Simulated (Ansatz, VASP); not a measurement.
# TlPd3: VASP beside Ansatz

File INCAR:

```
ALGO = Normal
EDIFF = 1E-6
ENCUT = 520
GGA = CA
ISIF = 2
ISMEAR = -1
LASPH = T
LCHARG = F
LREAL = F
LWAVE = F
NBANDS = 30
NELM = 100
PREC = Accurate
SIGMA = 0.03
```

The input KPOINTS:

```
k-points
0
Gamma
  12 12 12
```

POSCAR

```
TlPd3
1.0
   -2.0903608308      2.0903608308      3.7961551193
    2.0903608308     -2.0903608308      3.7961551193
    2.0903608308      2.0903608308     -3.7961551193
Tl Pd
1 3
Direct
    0.0000000000      0.0000000000      0.0000000000
    0.5000000000      0.5000000000      0.0000000000
    0.7500000000      0.2500000000      0.5000000000
    0.2500000000      0.7500000000      0.5000000000
```

Input for Ansatz:

```yaml
crystal:
  lattice:
    - [-2.0903608308, 2.0903608308, 3.7961551193]
    - [2.0903608308, -2.0903608308, 3.7961551193]
    - [2.0903608308, 2.0903608308, -3.7961551193]
  atoms:
    - { symbol: Tl, position: [0.0, 0.0, 0.0] }
    - { symbol: Pd, position: [0.5, 0.5, 0.0] }
    - { symbol: Pd, position: [0.75, 0.25, 0.5] }
    - { symbol: Pd, position: [0.25, 0.75, 0.5] }
kpoints:
  mp_grid: { grid: [12, 12, 12] }
  band_path:
    path:
      - [0.0, 0.0, 0.0]
      - [0.0, 0.0, 0.5]
      - [0.25, 0.25, 0.25]
      - [0.0, 0.5, 0.0]
      - [0.0, 0.0, 0.0]
      - [0.5, 0.5, -0.5]
      - [0.3258044369, 0.6741955631, -0.3258044369]
      - [-0.3258044369, 0.3258044369, 0.3258044369]
      - [0.0, 0.0, 0.0]
    npoints: 14
scf:
  occupations: { method: fermi_dirac, width: 0.03 }
hamiltonian:
  xc: lda
  pseudopotentials: { kind: all_electron, lapw: { basis_error: 0.001 } }
output:
  forces: true
  stress: true
  eigenvalues: true
  fatbands: true
  populations: true
  dos: { projected: true, de: 0.2, e_range: [-14, 8] }
```

Alike in both runs: task single point; functional LDA; k mesh 12 × 12 × 12; occupations fermi-dirac, width 0.03 eV; no spin polarisation.

|  | VASP | Ansatz |
| --- | --- | --- |
| version | VASP 6.6.1 | Ansatz 0.2.0 |
| potentials or method | VASP PAW LDA potentials, release 64 (Tl_d, Pd), cutoff 520 eV | all-electron LAPW, scalar-relativistic |

Ansatz gave:

| Item | Value |
| --- | --- |
| pressure (GPa) | -9.3 |
| traceless stress, the component that is largest in VASP (GPa) | -0.11 |

Question: Which values does VASP return?

Answer: Pressure (GPa): -8.9; traceless stress, the component that is largest in VASP (GPa): -0.10.

LDA's correlation is that of Perdew and Zunger in VASP and of Perdew and Wang (1992) in Ansatz. Ansatz ran all-electron here, and VASP with PAW potentials.

Neither program's run includes spin-orbit coupling.
